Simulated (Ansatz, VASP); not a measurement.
## CdSi2Sb4 in VASP and in Ansatz

The input POSCAR:

```
CdSi2Sb4
1.0
    0.0000000000      5.8568410000      0.0000000000
    5.8568410000      0.0000000000      0.0000000000
    2.9284210000      2.9284210000     -5.6761280000
Cd Si Sb
1 2 4
Direct
    0.0000000000      0.0000000000      0.0000000000
    0.7500000000      0.2500000000      0.5000000000
    0.5000000000      0.5000000000      0.0000000000
    0.3950000000      0.4050000000      0.7300000000
    0.5950000000      0.1250000000      0.2700000000
    0.8750000000      0.8650000000      0.7300000000
    0.1350000000      0.6050000000      0.2700000000
```

File INCAR.step1:

```
PREC     = Accurate       # precision mode
ENCUT    = 520            # plane-wave cutoff, eV
ISMEAR   = 1              # smearing method
SIGMA    = 0.0512         # smearing width, eV
LREAL    = F              # projectors in reciprocal space
LASPH    = T              # aspherical terms in the spheres
NELM     = 80             # most SCF steps
NBANDS   = 29             # bands
GGA      = PE             # functional
ALGO     = Normal         # electronic algorithm
EDIFF    = 1E-4           # SCF threshold, eV
LWAVE    = T              # write WAVECAR
LCHARG   = F              # write CHGCAR
```

The input INCAR.step2:

```
PREC     = Accurate       # precision mode
ENCUT    = 520            # plane-wave cutoff, eV
EDIFF    = 1E-6           # SCF threshold, eV
ISMEAR   = 1              # smearing method
SIGMA    = 0.0512         # smearing width, eV
LREAL    = F              # projectors in reciprocal space
LASPH    = T              # aspherical terms in the spheres
NELM     = 80             # most SCF steps
ALGO     = Normal         # electronic algorithm
ISIF     = 2              # what is computed and relaxed
LWAVE    = F              # write WAVECAR
LCHARG   = T              # write CHGCAR
METAGGA  = R2SCAN         # meta-GGA
LMIXTAU  = T            
LELF     = T              # ELF
LVHAR    = T            
NBANDS   = 29             # bands
ISTART   = 1
```

File KPOINTS:

```
Automatic mesh
0
Gamma
  5 5 5
```

Input for Ansatz:

```yaml
crystal:
  lattice:
    - [0.0, 5.856841, 0.0]
    - [5.856841, 0.0, 0.0]
    - [2.928421, 2.928421, -5.676128]
  atoms:
    - { symbol: Cd, position: [0.0, 0.0, 0.0] }
    - { symbol: Si, position: [0.75, 0.25, 0.5] }
    - { symbol: Si, position: [0.5, 0.5, 0.0] }
    - { symbol: Sb, position: [0.395, 0.405, 0.73] }
    - { symbol: Sb, position: [0.595, 0.125, 0.27] }
    - { symbol: Sb, position: [0.875, 0.865, 0.73] }
    - { symbol: Sb, position: [0.135, 0.605, 0.27] }
  symmetry: { tolerance: 0.0003 }
kpoints:
  mp_grid: { grid: [5, 5, 5], shift: [0, 0, 0] }
  band_path:
    path:
      - [0.0, 0.0, 0.0]
      - [0.5, -0.5, 0.0]
      - [0.5, -0.5, 0.25]
      - [0.0, -0.5, 0.0]
      - [0.0, 0.0, 0.0]
      - [0.0, 0.0, 0.5]
      - [0.0, -0.36691395, 0.31654302]
      - [0.0, -0.63308605, -0.31654302]
      - [0.0, 0.0, 0.0]
      - [0.5, -0.5, 0.0]
      - [0.36691395, -0.63308605, -0.13308605]
    npoints: 6
magnetization:
  spin_polarized: false
scf:
  occupations: { method: cold, width: 0.0512 }
  lower_state_search: "off"
  max_iter: 200
hamiltonian:
  pseudopotentials: { kind: paw }
  xc: r2scan
basis:
  ecutwfc: 500
  fft_grid_basis: typed
output:
  forces: true
  stress: true
  eigenvalues: true
  bader: true
  populations: true
  elf: true
  write_potential: true
  volumetric_format: npy
  dos:
    e_range: [-12, 8]
    de: 0.05
    projected: { site_lists: { Cd: [Cd], Sb: [Sb], Si: [Si] } }
checkpoint:
  read: saved_state
```

Alike in both runs: task single point; functional r2SCAN; k mesh 5 × 5 × 5; no spin polarisation.

|  | VASP | Ansatz |
| --- | --- | --- |
| version | VASP 6.6.1 | Ansatz 0.2.0 |
| potentials or method | VASP PAW PBE potentials, release 64 (Cd, Si, Sb), cutoff 520 eV | PAW plane waves |
| occupations | methfessel-paxton of order 1, width 0.0512 eV | cold, width 0.0512 eV |
| valence electrons in the cell | 40 | 88 |

|  | VASP | Ansatz | Ansatz less VASP |
| --- | --- | --- | --- |
| pressure (GPa) | 7.9 | 7.6 | -0.34 |
| traceless stress, the component that is largest in VASP (GPa) | -0.71 | -0.75 | -0.033 |
| rms of the force components (eV/Å) | 0.596 | 0.571 | -0.0253 |

VASP's potentials were made for PBE, not for r2SCAN. Atom by atom the forces differ by 0.029 eV/Å (rms over components). VASP's potentials hold 40 valence electrons a cell and Ansatz's 88, so a difference there can come from the potentials and not from the codes.

Spin-orbit coupling is off throughout.
